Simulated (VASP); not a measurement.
# TePb (zincblende type) (F-43m) in VASP: further runs

Runs on TePb (zincblende type). Level: PBE. Tasks: relaxation of cell and atoms.

Program: VASP 6.6.1. These are calculated values, not measurements. Logs are shortened: lines on timing, memory, paths and dates and some standing lists are left out, and cuts for length are marked.

## (1) The cell of the first run

The structure is cubic, space group F-43m (No. 216). Conventional cell: a = 6.273 Å, b = 6.273 Å, c = 6.273 Å, α = 90.00°, β = 90.00°, γ = 90.00°. Within 3.6 Å of Pb (site symmetry -43m) lie 4 Te at 2.72 Å. Within 3.6 Å of Te (site symmetry -43m) lie 4 Pb at 2.72 Å.

## (2) Relaxation of cell and atoms, PBE, target pressure 17 GPa, at which the enthalpy is minimised

INCAR

```
  ALGO = Normal
  EDIFF = 1E-6
  EDIFFG = -0.005
  ENCUT = 600
  GGA = PE
  IBRION = 2
  ISIF = 3
  ISMEAR = -1
  LASPH = True
  LCHARG = False
  LREAL = False
  LWAVE = False
  NELM = 100
  NSW = 60
  PREC = Accurate
  PSTRESS = 170.0
  SIGMA = 0.05
```

KPOINTS

```
k-points
0
Gamma
  12 12 12
```

POSCAR

```
TePb
1.0
    0.0000000000      3.1364825223      3.1364825223
    3.1364825223      0.0000000000      3.1364825223
    3.1364825223      3.1364825223      0.0000000000
Pb Te
1 1
Direct
    0.0000000000      0.0000000000      0.0000000000
    0.2500000000      0.2500000000      0.2500000000
```

Potentials or basis: VASP PAW PBE potentials, release 64 (Pb_d, Te).

Launch:

```sh
$ cat potpaw_PBE.64/Pb_d/POTCAR potpaw_PBE.64/Te/POTCAR > POTCAR
$ mpirun -np 1 vasp_std > vasp.out
```

OUTCAR:

```text
EDIFF = 1E-6
   EDIFFG = -0.005
   ENCUT = 600
   GGA = PE
   IBRION = 2
   ISIF = 3
   ISMEAR = -1
   LASPH = True
   LREAL = False
   NELM = 100
   NSW = 60
   PREC = Accurate
   PSTRESS = 170.0

 ion  position               nearest neighbor table
   1  0.000  0.000  0.000-   2 2.72   2 2.72   2 2.72   2 2.72
   2  0.250  0.250  0.250-   1 2.72   1 2.72   1 2.72   1 2.72

  LATTYP: Found a face centered cubic cell.
 ALAT       =     6.2729650446

  Lattice vectors:

 A1 = (   0.0000000000,   3.1364825223,   3.1364825223)
 A2 = (   3.1364825223,   0.0000000000,   3.1364825223)
 A3 = (   3.1364825223,   3.1364825223,   0.0000000000)

Analysis of symmetry for initial positions (statically):
=====================================================================
 Subroutine PRICEL returns:
 Original cell was already a primitive cell.

 Routine SETGRP: Setting up the symmetry group for a
 face centered cubic supercell.

 Subroutine GETGRP returns: Found 24 space group operations
 (whereof 24 operations were pure point group operations)
 out of a pool of 48 trial point group operations.

The static configuration has the point symmetry T_d .

Analysis of symmetry for dynamics (positions and initial velocities):
=====================================================================
 Subroutine PRICEL returns:
 Original cell was already a primitive cell.

 Routine SETGRP: Setting up the symmetry group for a
 face centered cubic supercell.

 Subroutine GETGRP returns: Found 24 space group operations
 (whereof 24 operations were pure point group operations)
 out of a pool of 48 trial point group operations.

The dynamic configuration has the point symmetry T_d .

 Subroutine INISYM returns: Found 24 space group operations
 (whereof 24 operations are pure point group operations),
 and found     1 'primitive' translations

----------------------------------------------------------------------------------------

                                     Primitive cell

  volume of cell :      61.7104

  direct lattice vectors                    reciprocal lattice vectors
     0.000000000  3.136482522  3.136482522    -0.159414247  0.159414247  0.159414247
     3.136482522  0.000000000  3.136482522     0.159414247 -0.159414247  0.159414247
     3.136482522  3.136482522  0.000000000     0.159414247  0.159414247 -0.159414247

  length of vectors
     4.435656121  4.435656121  4.435656121     0.276113576  0.276113576  0.276113576

  position of ions in fractional coordinates (direct lattice)
     0.000000000  0.000000000  0.000000000
     0.250000000  0.250000000  0.250000000

  ion indices of the primitive-cell ions
   primitive index   ion index
                 1           1
                 2           2

----------------------------------------------------------------------------------------

 KPOINTS: k-points

Automatic generation of k-mesh.
 Grid dimensions read from file:
 generate k-points for:   12   12   12

 Generating k-lattice:

  Cartesian coordinates                     Fractional coordinates (reciprocal lattice)
    -0.013284521  0.013284521  0.013284521     0.083333333  0.000000000  0.000000000
     0.013284521 -0.013284521  0.013284521     0.000000000  0.083333333  0.000000000
     0.013284521  0.013284521 -0.013284521     0.000000000  0.000000000  0.083333333

  Length of vectors
     0.023009465  0.023009465  0.023009465

  Shift w.r.t. Gamma in fractional coordinates (k-lattice)
     0.000000000  0.000000000  0.000000000

 Subroutine IBZKPT returns following result:
 ===========================================

 Found     72 irreducible k-points:

 Following reciprocal coordinates:
            Coordinates               Weight
  0.000000  0.000000  0.000000      1.000000
  0.083333  0.000000  0.000000      8.000000
  0.166667  0.000000  0.000000      8.000000
  0.250000  0.000000  0.000000      8.000000
  0.333333  0.000000  0.000000      8.000000
  0.416667  0.000000  0.000000      8.000000
[... 16 lines left out ...]
  0.500000  0.166667  0.000000     24.000000
 -0.416667  0.166667  0.000000     24.000000
 [... further k-points ...]
   k-points           NKPTS =     72   k-points in BZ     NKDIM =     72   number of bands    NBANDS=     14
   number of dos      NEDOS =    301   number of ions     NIONS =      2
   total plane-waves  NPLWV =  46656
   dimension x,y,z NGX =    36 NGY =   36 NGZ =   36
   dimension x,y,z NGXF=    72 NGYF=   72 NGZF=   72
   ions per type =               1   1
   NGX,Y,Z   is equivalent  to a cutoff of  13.49, 13.49, 13.49 a.u.
   NGXF,Y,Z  is equivalent  to a cutoff of  26.99, 26.99, 26.99 a.u.
 SYSTEM =  unknown system
   PREC   = accura    normal or accurate (medium, high low for compatibility)
   ISTART =      0    job   : 0-new  1-cont  2-samecut
   ICHARG =      2    charge: 1-file 2-atom 10-const
   ISPIN  =      1    spin polarized calculation?
   LNONCOLLINEAR =      F non collinear calculations
   LSORBIT =      F    spin-orbit coupling
   LASPH  =      T    aspherical Exc in radial PAW
   ENCUT  =  600.0 eV  44.10 Ry    6.64 a.u.   8.86  8.86  8.86*2*pi/ulx,y,z
   NELM   =    100;   NELMIN=  2; NELMDL= -5     # of ELM steps
   EDIFF  = 0.1E-05   stopping-criterion for ELM
   LREAL  =      F    real-space projection
   EDIFFG = -.5E-02   stopping-criterion for IOM
   NSW    =     60    number of steps for IOM
   IBRION =      2    ionic relax: 0-MD 1-quasi-New 2-CG
   NFREE  =      1    steps in history (QN), initial steepest desc. (CG)
   ISIF   =      3    stress and relaxation
   ISYM   =      2    0-nonsym 1-usesym 2-fastsym
   POTIM  = 0.5000    time-step for ionic-motion
   TEBEG  =    0.0;   TEEND  =   0.0 temperature during run
   PSTRESS=  170.0 pullay stress
   NELECT =      20.0000    total number of electrons
   NUPDOWN=      -1.0000    fix difference up-down
   EMIN   =  10.00;   EMAX   =-10.00  energy-range for DOS
   EFERMI =   0.00;   METHOD = LEGACY
   ISMEAR =    -1;   SIGMA  =   0.05  broadening in eV -4-tet -1-fermi 0-gaus
   EFERMI_NEDOS =   21; number of points for ismear=-14 and -15
   IALGO  =     38    algorithm
   IMIX   =      4    mixing-type and parameters
     AMIX     =   0.40;   BMIX     =  1.00
     AMIX_MAG =   1.60;   BMIX_MAG =  1.00
  volume/ion in A,a.u.               =      30.86       208.22
  Fermi-wavevector in a.u.,A,eV,Ry     =   1.124515  2.125025 17.205033  1.264534
  Thomas-Fermi vector in A             =   2.261187
   LORBIT       =      0    0 simple, 1 ext, 2 COOP (PROOUT), +10 PAW based schemes
   GGA     = PE    functional components
   LHFCALC =     F    Hartree Fock is set to
   AEXX    =    0.0000 exact exchange contribution
   IVDW    =     0    specifies the selected vdW correction
   LEPSILON=     F    determine dielectric tensor
   LRPA    =     F    only Hartree local field effects (RPA)
 conjugate gradient relaxation of ions
 non-spin polarized calculation
  energy-cutoff  :      600.00
  volume of cell :       61.71
 maximum number of plane-waves:      2085
   NGX = 17   NGY = 17   NGZ = 17

--------------------------------------- Ionic step        1  -------------------------------------------

 number of electron      19.9999999 magnetization

 Free energy of the ion-electron system (eV)
  ---------------------------------------------------
  ext. energy  EPLUGINS =         0.00000000
  ---------------------------------------------------
  free energy    TOTEN  =        -4.85097700 eV

  energy without entropy =       -4.84544612  energy(sigma->0) =       -4.84821156

------------------------ aborting loop because EDIFF is reached ----------------------------------------

  FORCE on cell =-STRESS in cart. coord.  units (eV):
  Direction    XX          YY          ZZ          XY          YZ          ZX
  --------------------------------------------------------------------------------------
  -------------------------------------------------------------------------------------
  Total       11.2700403     11.2700403     11.2700403     -0.0000000      0.0000000      0.0000000
  in kB      292.6021006    292.6021006    292.6021006     -0.0000000      0.0000000      0.0000000
  external PRESSURE =     122.6021006 kB  Pullay stress =     170.0000000 kB
[... 23 lines left out ...]
  enthalpy is  TOTEN    =         1.6968462832 eV   P V=        6.5478232867

--------------------------------------- Ionic step        2  -------------------------------------------

 number of electron      19.9999995 magnetization

 E-fermi :   4.1717     XC(G=0):  -7.9612

 val. band max:        4.0391232991   @ k =  -0.2500   0.5000   0.2500
 cond. band min:       4.2935397729   @ k =   0.5000   0.5000   0.0000
 fundamental gap:      0.2544164738
 Fermi energy:         4.1716508156

 k-point     1 :       0.0000    0.0000    0.0000
  band No.  band energies     occupation
      1     -13.0933      2.00000
      2     -13.0933      2.00000
      3     -13.0933      2.00000
      4     -13.0497      2.00000
      5     -13.0497      2.00000
      6      -8.1883      2.00000
      7      -1.9196      2.00000
      8       2.2033      2.00000
      9       2.2033      2.00000
     10       2.2033      2.00000
     11       5.3503      0.00000
     12       5.3503      0.00000
     13       5.3503      0.00000
     14       7.9724      0.00000
[... 458 lines left out ...]
  FREE ENERGIE OF THE ION-ELECTRON SYSTEM (eV)
  ---------------------------------------------------
  free  energy   TOTEN  =        -6.0399664199 eV

  energy  without entropy=       -6.0348818051  energy(sigma->0) =       -6.03742411

  enthalpy is  TOTEN    =         1.4163641030 eV   P V=        7.4563305228

[... ionic steps 4 to 14 ...]

--------------------------------------- Ionic step       15  -------------------------------------------

 number of electron      20.0000002 magnetization

------------------------ aborting loop because EDIFF is reached ----------------------------------------

  FORCE on cell =-STRESS in cart. coord.  units (eV):
  Direction    XX          YY          ZZ          XY          YZ          ZX
  --------------------------------------------------------------------------------------
  -------------------------------------------------------------------------------------
  Total        7.4377329      7.4377329      7.4377329      0.0000000      0.0000000      0.0000000
  in kB      170.9193930    170.9193930    170.9193930      0.0000000      0.0000000      0.0000000
  external PRESSURE =       0.9193930 kB  Pullay stress =     170.0000000 kB
[... 61 lines left out ...]
  enthalpy is  TOTEN    =         1.4155436226 eV   P V=        7.4011081164

--------------------------------------- Ionic step       17  -------------------------------------------

 number of electron      20.0000002 magnetization

 Free energy of the ion-electron system (eV)
  ---------------------------------------------------
  ext. energy  EPLUGINS =         0.00000000
  ---------------------------------------------------
  free energy    TOTEN  =        -5.99233928 eV

  energy without entropy =       -5.98705154  energy(sigma->0) =       -5.98969541

 E-fermi :   6.1944     XC(G=0):  -8.8673

 val. band max:        6.1733939142   @ k =  -0.3333   0.4167   0.1667
 cond. band min:       6.2515190295   @ k =   0.3333   0.3333   0.0000
 fundamental gap:      0.0781251153
 Fermi energy:         6.1944150391

 k-point     1 :       0.0000    0.0000    0.0000
  band No.  band energies     occupation
      1     -11.2960      2.00000
      2     -11.2960      2.00000
      3     -11.2960      2.00000
      4     -11.1961      2.00000
      5     -11.1961      2.00000
      6      -7.5189      2.00000
      7       0.9503      2.00000
      8       3.8868      2.00000
      9       3.8868      2.00000
     10       3.8868      2.00000
     11       7.2346      0.00000
     12       7.2346      0.00000
     13       7.2346      0.00000
     14       9.9160      0.00000
[... 420 lines left out ...]
  FREE ENERGIE OF THE ION-ELECTRON SYSTEM (eV)
  ---------------------------------------------------
  free  energy   TOTEN  =        -5.9923392828 eV

  energy  without entropy=       -5.9870515371  energy(sigma->0) =       -5.98969541

  enthalpy is  TOTEN    =         1.4155389541 eV   P V=        7.4078782369

 reached required accuracy - stopping structural energy minimisation
```

It took 3.1 min on 1 thread of Intel Xeon 6975P-C (Granite Rapids), shared host; peak memory 0.27 GiB.

What came out:

| Property | Result |
| --- | --- |
| Free energy | -5.9923 eV |
| Relaxed volume | 34.91 Å³/atom |
| Relaxed cell | a = 4.622 Å, b = 4.622 Å, c = 4.622 Å, α = 60.00°, β = 60.00°, γ = 60.00° |
| Space group after relaxing (to 0.05 Å) | F-43m (No. 216) |
| Energy change on relaxing (the enthalpy is what falls) | -570.7 meV/atom |
| Ionic steps | 17 |
| Pressure after relaxing | 17.0 GPa |
| Band gap on the k mesh | zero (band 10 reaches 6.42 eV, above the bottom of band 11 at 5.93 eV) |

The path:
| step | energy change (eV) | largest force (eV/Å) | pressure (GPa) | volume (Å³) |
| --- | --- | --- | --- | --- |
| 1 | 0.0000 | 0.0000 | 29.26 | 61.71 |
| 2 | -2.1133 | 0.0000 | 4.83 | 85.29 |
| 3 | -1.1890 | 0.0000 | 16.46 | 70.27 |
| 4 | -1.1443 | 0.0000 | 16.94 | 69.84 |
| 5 | -1.1263 | 0.0000 | 17.14 | 69.67 |
| 6 | -1.1267 | 0.0000 | 17.15 | 69.68 |
| 7 | -1.1278 | 0.0000 | 17.13 | 69.69 |
| 8 | -1.1278 | 0.0000 | 17.13 | 69.69 |
| 9 | -1.1278 | 0.0000 | 17.13 | 69.69 |
| 10 | -1.1279 | 0.0000 | 17.13 | 69.69 |
| 11 | -1.1280 | 0.0000 | 17.13 | 69.69 |
| 12 | -1.1282 | 0.0000 | 17.13 | 69.69 |
| 13 | -1.1286 | 0.0000 | 17.13 | 69.70 |
| 14 | -1.1295 | 0.0000 | 17.11 | 69.70 |
| 15 | -1.1312 | 0.0000 | 17.09 | 69.72 |
| 16 | -1.1346 | 0.0000 | 17.06 | 69.75 |
| 17 | -1.1414 | 0.0000 | 17.00 | 69.82 |

Final structure:
```
CELL_PARAMETERS angstrom
0.00000 3.26820 3.26820
3.26820 0.00000 3.26820
3.26820 3.26820 0.00000
ATOMIC_POSITIONS crystal
Pb 0.00000 0.00000 0.00000
Te 0.25000 0.25000 0.25000
```

Caveat: the cell is relaxed towards a set pressure, so the enthalpy falls and the energy may rise; spin-orbit coupling is left out, which moves the levels of the heavy elements.

(Continued in part 2 of 2.)
